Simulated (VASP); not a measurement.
# ZnO in VASP: settings compared

Aim: see how the results for ZnO move with the level of theory and the settings. Levels: PBE, r2SCAN. Tasks: single point.

Everything below comes from runs of VASP 6.6.1. Logs are shortened: lines on timing, memory, paths and dates and some standing lists are left out, and cuts for length are marked.

**1. The cell of the first run**

It takes space group I4/mmm (No. 139, tetragonal). The conventional cell has a = 3.018 Å, b = 3.018 Å, c = 4.337 Å, α = 90.00°, β = 90.00°, γ = 90.00°. Within 2.8 Å of Zn (site symmetry 4/mmm) lie 6 O at 2.13 to 2.17 Å. O (site symmetry 4/mmm) has 6 Zn at 2.13 to 2.17 Å within 2.8 Å.

**2. Single point, PBE (uniaxial x strain +1.6%)**

The input, INCAR:

```
SYSTEM = ZnO
  PREC = Accurate
  ENCUT = 520
  EDIFF = 1E-6
  ISMEAR = -1
  SIGMA = 0.02
  LREAL = .False.
  LASPH = .True.
  NELM = 100
  ALGO = Normal
  ISIF = 2
  LWAVE = .False.
  LCHARG = .False.
  GGA = PE
  NBANDS = 16
```

The input, KPOINTS:

```
Automatic mesh
0
Gamma
  10 10 10
  0 0 0
```

The input, POSCAR:

```
ZnO
1.0
    0.0000000000      2.1337703963      2.1337703963
    2.1685508538      0.0000000000      2.1337703963
    2.1685508538      2.1337703963      0.0000000000
Zn O
1 1
Direct
    0.0000000000      0.0000000000      0.0000000000
    0.5000000000      0.5000000000      0.5000000000
```

Potentials or basis: VASP PAW PBE potentials, release 64 (Zn, O).

Run with:

```bash
> cat potpaw_PBE.64/Zn/POTCAR potpaw_PBE.64/O/POTCAR > POTCAR
> mpirun -np 1 vasp_std > vasp.out
```

OUTCAR:

```text
SYSTEM = ZnO
   PREC = Accurate
   ENCUT = 520
   EDIFF = 1E-6
   ISMEAR = -1
   LREAL = .False.
   LASPH = .True.
   NELM = 100
   ISIF = 2
   GGA = PE

 ion  position               nearest neighbor table
   1  0.000  0.000  0.000-   2 2.13   2 2.13   2 2.13   2 2.13   2 2.17   2 2.17
   2  0.500  0.500  0.500-   1 2.13   1 2.13   1 2.13   1 2.13   1 2.17   1 2.17

  LATTYP: Found a body centered tetragonal cell.
 ALAT       =     3.0176070334
 C/A-ratio  =     1.4372652435

  Lattice vectors:

 A1 = (   2.1685508538,   0.0000000000,   2.1337703963)
 A2 = (   2.1685508538,   0.0000000000,  -2.1337703963)
 A3 = (  -2.1685508538,   2.1337703963,   0.0000000000)

Analysis of symmetry for initial positions (statically):
=====================================================================
 Subroutine PRICEL returns:
 Original cell was already a primitive cell.

 Routine SETGRP: Setting up the symmetry group for a
 body centered tetragonal supercell.

 Subroutine GETGRP returns: Found 16 space group operations
 (whereof 16 operations were pure point group operations)
 out of a pool of 16 trial point group operations.

The static configuration has the point symmetry D_4h.

Analysis of symmetry for dynamics (positions and initial velocities):
=====================================================================
 Subroutine PRICEL returns:
 Original cell was already a primitive cell.

 Routine SETGRP: Setting up the symmetry group for a
 body centered tetragonal supercell.

 Subroutine GETGRP returns: Found 16 space group operations
 (whereof 16 operations were pure point group operations)
 out of a pool of 16 trial point group operations.

The dynamic configuration has the point symmetry D_4h.

 Subroutine INISYM returns: Found 16 space group operations
 (whereof 16 operations are pure point group operations),
 and found     1 'primitive' translations

----------------------------------------------------------------------------------------

                                     Primitive cell

  volume of cell :      19.7467

  direct lattice vectors                    reciprocal lattice vectors
     0.000000000  2.133770396  2.133770396    -0.230568722  0.234326993  0.234326993
     2.168550854  0.000000000  2.133770396     0.230568722 -0.234326993  0.234326993
     2.168550854  2.133770396  0.000000000     0.230568722  0.234326993 -0.234326993

  length of vectors
     3.017607033  3.042299937  3.042299937     0.403708081  0.403708081  0.403708081

  position of ions in fractional coordinates (direct lattice)
     0.000000000  0.000000000  0.000000000
     0.500000000  0.500000000  0.500000000

  ion indices of the primitive-cell ions
   primitive index   ion index
                 1           1
                 2           2

----------------------------------------------------------------------------------------

 KPOINTS: Automatic mesh

Automatic generation of k-mesh.
 Grid dimensions read from file:
 generate k-points for:   10   10   10

 Generating k-lattice:

  Cartesian coordinates                     Fractional coordinates (reciprocal lattice)
    -0.023056872  0.023432699  0.023432699     0.100000000 -0.000000000 -0.000000000
     0.023056872 -0.023432699  0.023432699     0.000000000  0.100000000  0.000000000
     0.023056872  0.023432699 -0.023432699     0.000000000  0.000000000  0.100000000

  Length of vectors
     0.040370808  0.040370808  0.040370808

  Shift w.r.t. Gamma in fractional coordinates (k-lattice)
     0.000000000  0.000000000  0.000000000

 Subroutine IBZKPT returns following result:
 ===========================================

 Found    102 irreducible k-points:

 Following reciprocal coordinates:
            Coordinates               Weight
  0.000000  0.000000  0.000000      1.000000
  0.100000  0.000000  0.000000      8.000000
  0.200000  0.000000  0.000000      8.000000
  0.300000  0.000000  0.000000      8.000000
  0.400000  0.000000  0.000000      8.000000
  0.500000  0.000000  0.000000      4.000000
[... 16 lines left out ...]
  0.300000  0.300000  0.000000      4.000000
  0.400000  0.300000  0.000000     16.000000
 [... further k-points ...]
   k-points           NKPTS =    102   k-points in BZ     NKDIM =    102   number of bands    NBANDS=     16
   number of dos      NEDOS =    301   number of ions     NIONS =      2
   total plane-waves  NPLWV =  13824
   dimension x,y,z NGX =    24 NGY =   24 NGZ =   24
   dimension x,y,z NGXF=    48 NGYF=   48 NGZF=   48
   ions per type =               1   1
   NGX,Y,Z   is equivalent  to a cutoff of  13.22, 13.11, 13.11 a.u.
   NGXF,Y,Z  is equivalent  to a cutoff of  26.44, 26.23, 26.23 a.u.
 SYSTEM =  ZnO
   PREC   = accura    normal or accurate (medium, high low for compatibility)
   ISTART =      0    job   : 0-new  1-cont  2-samecut
   ICHARG =      2    charge: 1-file 2-atom 10-const
   ISPIN  =      1    spin polarized calculation?
   LNONCOLLINEAR =      F non collinear calculations
   LSORBIT =      F    spin-orbit coupling
   LASPH  =      T    aspherical Exc in radial PAW
   ENCUT  =  520.0 eV  38.22 Ry    6.18 a.u.   5.61  5.66  5.66*2*pi/ulx,y,z
   NELM   =    100;   NELMIN=  2; NELMDL= -5     # of ELM steps
   EDIFF  = 0.1E-05   stopping-criterion for ELM
   LREAL  =      F    real-space projection
   EDIFFG = 0.1E-04   stopping-criterion for IOM
   NSW    =      0    number of steps for IOM
   IBRION =     -1    ionic relax: 0-MD 1-quasi-New 2-CG
   NFREE  =      0    steps in history (QN), initial steepest desc. (CG)
   ISIF   =      2    stress and relaxation
   ISYM   =      2    0-nonsym 1-usesym 2-fastsym
   POTIM  = 0.5000    time-step for ionic-motion
   TEBEG  =    0.0;   TEEND  =   0.0 temperature during run
   PSTRESS=    0.0 pullay stress
   NELECT =      18.0000    total number of electrons
   NUPDOWN=      -1.0000    fix difference up-down
   EMIN   =  10.00;   EMAX   =-10.00  energy-range for DOS
   EFERMI =   0.00;   METHOD = LEGACY
   ISMEAR =    -1;   SIGMA  =   0.02  broadening in eV -4-tet -1-fermi 0-gaus
   EFERMI_NEDOS =   21; number of points for ismear=-14 and -15
   IALGO  =     38    algorithm
   IMIX   =      4    mixing-type and parameters
     AMIX     =   0.40;   BMIX     =  1.00
     AMIX_MAG =   1.60;   BMIX_MAG =  1.00
  volume/ion in A,a.u.               =       9.87        66.63
  Fermi-wavevector in a.u.,A,eV,Ry     =   1.587330  2.999620 34.281482  2.519618
  Thomas-Fermi vector in A             =   2.686504
   LORBIT       =      0    0 simple, 1 ext, 2 COOP (PROOUT), +10 PAW based schemes
   GGA     = PE    functional components
   LHFCALC =     F    Hartree Fock is set to
   AEXX    =    0.0000 exact exchange contribution
   IVDW    =     0    specifies the selected vdW correction
   LEPSILON=     F    determine dielectric tensor
   LRPA    =     F    only Hartree local field effects (RPA)
 non-spin polarized calculation
  energy-cutoff  :      520.00
  volume of cell :       19.75
 maximum number of plane-waves:       548
 NGX is ok and might be reduce to    24
   NGX = 11   NGY = 11   NGZ = 11

 number of electron      18.0000007 magnetization

 Free energy of the ion-electron system (eV)
  ---------------------------------------------------
  ext. energy  EPLUGINS =         0.00000000
  ---------------------------------------------------
  free energy    TOTEN  =        -8.61856004 eV

  energy without entropy =       -8.61856004  energy(sigma->0) =       -8.61856004

 E-fermi :   3.1024     XC(G=0): -12.2516

 val. band max:        2.7049822363   @ k =   0.5000   0.0000   0.0000
 cond. band min:       3.5026592554   @ k =   0.0000   0.0000   0.0000
 fundamental gap:      0.7976770190
 Fermi energy:         3.1024120357

 k-point     1 :       0.0000    0.0000    0.0000
  band No.  band energies     occupation
      1     -15.8708      2.00000
      2      -2.2032      2.00000
      3      -2.1801      2.00000
      4      -2.1801      2.00000
      5      -1.9932      2.00000
      6      -1.9599      2.00000
[... 8 lines left out ...]
     15      21.5854      0.00000
     16      22.1399      0.00000

 k-point     2 :       0.1000    0.0000    0.0000
  band No.  band energies     occupation
      1     -15.7619      2.00000
      2      -2.2681      2.00000
      3      -2.2121      2.00000
      4      -2.1928      2.00000
      5      -2.0719      2.00000
      6      -2.0569      2.00000
[... 8 lines left out ...]
     15      22.0769      0.00000
     16      22.2137      0.00000

 k-point     3 :       0.2000    0.0000    0.0000
  band No.  band energies     occupation
      1     -15.4612      2.00000
      2      -2.6631      2.00000
      3      -2.4751      2.00000
      4      -2.4659      2.00000
      5      -2.0204      2.00000
      6      -2.0197      2.00000
[... 8 lines left out ...]
     15      22.9395      0.00000
     16      22.9880      0.00000

 k-point     4 :       0.3000    0.0000    0.0000
  band No.  band energies     occupation
      1     -15.0516      2.00000
      2      -3.5208      2.00000
      3      -2.7997      2.00000
      4      -2.7948      2.00000
      5      -1.9097      2.00000
      6      -1.9012      2.00000
[... 8 lines left out ...]
     15      24.3564      0.00000
     16      24.3770      0.00000
[... 324 lines left out ...]
 k-point    22 :      -0.2000    0.2000   -0.0000
  band No.  band energies     occupation
      1     -14.9500      2.00000
      2      -3.4984      2.00000
      3      -2.8753      2.00000
      4      -2.6263      2.00000
      5      -1.9857      2.00000
      6      -1.7692      2.00000
[... 8 lines left out ...]
     15      24.5848      0.00000
     16      25.5355      0.00000

 k-point    23 :       0.3000    0.3000    0.0000
  band No.  band energies     occupation
      1     -14.8796      2.00000
      2      -3.4949      2.00000
      3      -2.4606      2.00000
      4      -2.0386      2.00000
      5      -2.0331      2.00000
      6      -1.8505      2.00000
[... 8 lines left out ...]
     15      29.5002      0.00000
     16      30.9191      0.00000

 k-point    24 :       0.4000    0.3000    0.0000
  band No.  band energies     occupation
      1     -14.6475      2.00000
      2      -3.4928      2.00000
      3      -2.5847      2.00000
      4      -2.1572      2.00000
      5      -1.9490      2.00000
      6      -1.7455      2.00000
[... 8 lines left out ...]
     15      29.8823      0.00000
     16      30.5079      0.00000

 [... further k-points ...]
[... 5 lines left out ...]
  --------------------------------------------------------------------------------------
  -------------------------------------------------------------------------------------
  Total        0.5882135      0.8114825      0.8114825      0.0000000      0.0000000     -0.0000000
  in kB       47.7255138     65.8407477     65.8407477      0.0000000      0.0000000     -0.0000000
  external PRESSURE =      59.8023364 kB  Pullay stress =       0.0000000 kB

 VOLUME and BASIS-vectors are now :
 -----------------------------------------------------------------------------
  energy-cutoff  :      520.00
  volume of cell :       19.75
      direct lattice vectors                 reciprocal lattice vectors
     0.000000000  2.133770396  2.133770396    -0.230568722  0.234326993  0.234326993
     2.168550854  0.000000000  2.133770396     0.230568722 -0.234326993  0.234326993
     2.168550854  2.133770396  0.000000000     0.230568722  0.234326993 -0.234326993

 POSITION                                       TOTAL-FORCE (eV/Angst)
 -----------------------------------------------------------------------------------
      0.00000      0.00000      0.00000         0.000000      0.000000      0.000000
      2.16855      2.13377      2.13377         0.000000      0.000000      0.000000
 -----------------------------------------------------------------------------------
    total drift:                                0.000000     -0.000000     -0.000000

  FREE ENERGIE OF THE ION-ELECTRON SYSTEM (eV)
  ---------------------------------------------------
  free  energy   TOTEN  =        -8.6185600370 eV

  energy  without entropy=       -8.6185600370  energy(sigma->0) =       -8.61856004
```

It took 9.9 s on 1 thread of Intel Xeon 6975P-C (Granite Rapids), shared host; peak memory 0.15 GiB.

What came out:

- Free energy: -8.6186 eV
- Pressure: 6.0 GPa
- Band gap on the k mesh: 0.80 eV, indirect (least direct gap 2.13 eV)

Stress tensor (GPa, compression positive):
```
4.77 0.00 0.00
0.00 6.58 0.00
0.00 0.00 6.58
```

Caveat: the cell differs from its parent crystal (uniaxial x strain +1.6%).

**3. Single point, PBE (uniaxial z strain +5.3%)**

The input, INCAR:

```
SYSTEM = ZnO
PREC     = Accurate       ! precision mode
ENCUT    = 520            ! plane-wave cutoff, eV
EDIFF    = 1E-6           ! SCF threshold, eV
ISMEAR   = -1             ! smearing method
SIGMA    = 0.02           ! smearing width, eV
LREAL    = .FALSE.        ! projectors in reciprocal space
LASPH    = .TRUE.         ! aspherical terms in the spheres
NELM     = 100            ! most SCF steps
ALGO     = Normal         ! electronic algorithm
ISIF     = 2              ! what is computed and relaxed
LWAVE    = .FALSE.        ! write WAVECAR
LCHARG   = .FALSE.        ! write CHGCAR
GGA      = PE             ! functional
NBANDS   = 16             ! bands
```

The input, KPOINTS:

```
regular mesh
0
G
  10 10 10
  0 0 0
```

The input, POSCAR:

```
ZnO
1.0
    0.0000000000      2.1337703963      2.2477137355
    2.1337703963      0.0000000000      2.2477137355
    2.1337703963      2.1337703963      0.0000000000
Zn O
1 1
Direct
    0.0000000000      0.0000000000      0.0000000000
    0.5000000000      0.5000000000      0.5000000000
```

Potentials or basis: VASP PAW PBE potentials, release 64 (Zn, O).

Run with:

```bash
> cat potpaw_PBE.64/Zn/POTCAR potpaw_PBE.64/O/POTCAR > POTCAR
> mpirun -np 1 vasp_std > vasp.out
```

Wall time 10 s (1 thread of Intel Xeon 6975P-C (Granite Rapids), shared host); peak memory 0.16 GiB.

Results (log left out):

```
Free energy            : -8.6234 eV
Pressure               : 0.2 GPa
Band gap on the k mesh : 0.56 eV, indirect (least direct gap 1.77 eV)
```

Stress tensor (GPa, compression positive):
```
 1.58  0.00  0.00
 0.00  1.58  0.00
 0.00  0.00 -2.51
```

Levels at points of the mesh, in eV from the valence-band top:
| k point | band 6 | band 7 | band 8 | band 9 | band 10 | band 11 | band 12 | band 13 |
| --- | --- | --- | --- | --- | --- | --- | --- | --- |
| (0.00, 0.00, 0.00) | -4.70 | -1.45 | -1.45 | -1.21 | 0.56 | 17.43 | 17.57 | 17.69 |
| (0.50, 0.00, 0.00) | -4.53 | -3.71 | -0.29 | 0.00 | 5.21 | 8.58 | 11.98 | 12.98 |
| (0.50, 0.50, 0.00) | -4.47 | -4.25 | -2.62 | -2.62 | 3.93 | 9.79 | 11.47 | 15.28 |
| (0.50, 0.00, 0.50) | -4.40 | -4.13 | -3.02 | -2.53 | 3.90 | 10.50 | 10.86 | 14.13 |

Caveat: the cell differs from its parent crystal (uniaxial z strain +5.3%).

**4. Single point, PBE (strain along [111] -2.5%)**

The input, INCAR:

```
PREC = Accurate
ENCUT = 520
EDIFF = 1E-7
ISMEAR = -1
SIGMA = 0.02
LREAL = False
LASPH = True
NELM = 80
ALGO = Normal
ISIF = 2
LWAVE = False
LCHARG = False
GGA = PE
NBANDS = 16
```

The input, KPOINTS:

```
regular mesh
0
Gamma
  10 10 10
```

The input, POSCAR:

```
ZnO
1.0
   -0.0354205886      2.0983498077      2.0983498077
    2.0983498077     -0.0354205886      2.0983498077
    2.0983498077      2.0983498077     -0.0354205886
Zn O
1 1
Direct
    0.0000000000      0.0000000000      0.0000000000
    0.5000000000      0.5000000000      0.5000000000
```

Run with:

```bash
> cat potpaw_PBE.64/Zn/POTCAR potpaw_PBE.64/O/POTCAR > POTCAR
> mpirun -np 1 vasp_std > vasp.out
```

Wall time 13 s (1 thread of Intel Xeon 6975P-C (Granite Rapids), shared host); peak memory 0.15 GiB.

Results (log left out):

```
Free energy            : -8.5642 eV
Pressure               : 14.6 GPa
Band gap on the k mesh : 1.02 eV, indirect (least direct gap 2.40 eV)
```

Stress tensor (GPa, compression positive):
```
14.61  1.35  1.35
 1.35 14.61  1.35
 1.35  1.35 14.61
```

Levels at points of the mesh, in eV from the valence-band top:
```
           k point  band 7  band 8  band 9  band 10  band 11  band 12
(0.00, 0.00, 0.00)   -1.57   -1.57   -1.38     1.02    17.92    17.92
(0.50, 0.00, 0.00)   -3.67   -0.01    0.00     5.52     9.29    12.96
(0.50, 0.50, 0.00)   -4.01   -3.11   -2.89     4.35    10.85    11.33
(0.50, 0.50, 0.50)   -3.58   -0.03   -0.03     5.28     9.60    12.61
```

Caveat: the cell differs from its parent crystal (strain along [111] -2.5%).

**5. Single point, r2SCAN (uniaxial x strain +1.6%)**

The input, POSCAR:

```
ZnO
1.0
    0.0000000000      2.1337703963      2.1337703963
    2.1685508538      0.0000000000      2.1337703963
    2.1685508538      2.1337703963      0.0000000000
Zn O
1 1
Direct
    0.0000000000      0.0000000000      0.0000000000
    0.5000000000      0.5000000000      0.5000000000
```

The input, INCAR.step1:

```
SYSTEM = ZnO
PREC     = Accurate       ! precision mode
ENCUT    = 520            ! plane-wave cutoff, eV
ISMEAR   = 0              ! smearing method
SIGMA    = 0.01           ! smearing width, eV
LREAL    = .False.        ! projectors in reciprocal space
LASPH    = .True.         ! aspherical terms in the spheres
NELM     = 100            ! most SCF steps
NBANDS   = 16             ! bands
GGA      = PE             ! functional
ALGO     = Normal         ! electronic algorithm
EDIFF    = 1E-4           ! SCF threshold, eV
LWAVE    = .True.         ! write WAVECAR
LCHARG   = .False.        ! write CHGCAR
```

The input, INCAR.step2:

```
SYSTEM = ZnO
PREC     = Accurate       ! precision mode
ENCUT    = 520            ! plane-wave cutoff, eV
EDIFF    = 1E-6           ! SCF threshold, eV
ISMEAR   = 0              ! smearing method
SIGMA    = 0.01           ! smearing width, eV
LREAL    = .False.        ! projectors in reciprocal space
LASPH    = .True.         ! aspherical terms in the spheres
NELM     = 100            ! most SCF steps
ALGO     = Normal         ! electronic algorithm
ISIF     = 2              ! what is computed and relaxed
LWAVE    = .False.        ! write WAVECAR
LCHARG   = .True.         ! write CHGCAR
METAGGA  = R2SCAN         ! meta-GGA
LMIXTAU  = .True.       
LELF     = .True.         ! ELF
LVHAR    = .True.       
NBANDS   = 16             ! bands
ISTART   = 1
```

The input, KPOINTS:

```
regular mesh
0
Gamma
  10 10 10
  0 0 0
```

Run with:

```bash
> cat potpaw_PBE.64/Zn/POTCAR potpaw_PBE.64/O/POTCAR > POTCAR
> cp INCAR.step1 INCAR
> mpirun -np 1 vasp_std > vasp.out
> cp INCAR.step2 INCAR
> mpirun -np 1 vasp_std > vasp.out
```

Wall time 38 s (1 thread of Intel Xeon 6975P-C (Granite Rapids), shared host); peak memory 0.16 GiB.

Results (log left out):

- Free energy: -17.9478 eV
- Pressure: -1.5 GPa
- Band gap on the k mesh: 1.42 eV, indirect (least direct gap 2.79 eV)

Stress tensor (GPa, compression positive):
```
-2.48  0.00  0.00
 0.00 -1.00  0.00
 0.00  0.00 -1.00
```

Levels at points of the mesh, in eV from the valence-band top:
| k point | band 7 | band 8 | band 9 | band 10 | band 11 | band 12 |
| --- | --- | --- | --- | --- | --- | --- |
| (0.00, 0.00, 0.00) | -1.45 | -1.45 | -1.37 | 1.42 | 18.63 | 18.71 |
| (0.50, 0.00, 0.00) | -3.68 | -0.10 | 0.00 | 6.11 | 9.86 | 13.48 |
| (0.50, 0.50, 0.00) | -4.14 | -2.95 | -2.80 | 4.90 | 11.62 | 11.80 |
| (0.00, 0.50, 0.50) | -4.17 | -2.82 | -2.82 | 4.91 | 11.39 | 12.01 |

Caveat: the cell differs from its parent crystal (uniaxial x strain +1.6%); the PAW data sets were made with another functional, which shifts forces and pressure a little.

(Continued in part 2 of 2.)
